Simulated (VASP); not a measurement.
Crystal: NaF.

```
Na F
1.0
     2.79349    0.00000    0.00000
     0.00000    2.79349    0.00000
     0.00000    0.00000    2.79349
Na F
1 1
Direct
  0.00000 0.00000 0.00000
  0.50000 0.50000 0.50000
```

Base run:

* Program: VASP 6.6.1
* Functional: PBEsol
* Potentials or basis: VASP PAW PBE potentials, release 64 (Na_pv, F)
* Cutoff: 520 eV
* k mesh: 6 × 6 × 6
* Occupations: gaussian, width 0.01 eV
* Spin: no spin polarisation

Its results: band gap on the k mesh 5.98 eV, indirect (least direct gap 6.32 eV); pressure 1.3 GPa.

Problem. The run is repeated on the same cell with these changes: functional from PBEsol to r2SCAN. What comes out?

Solution. Band gap on the k mesh 7.12 eV, indirect (least direct gap 7.45 eV); pressure -0.8 GPa.

r2SCAN gives the wider gap, since meta-GGAs in the generalised Kohn-Sham scheme recover part of the derivative discontinuity.

Caveats: the PAW data sets were made with another functional, which shifts forces and pressure a little.

A k mesh can miss the band edges.
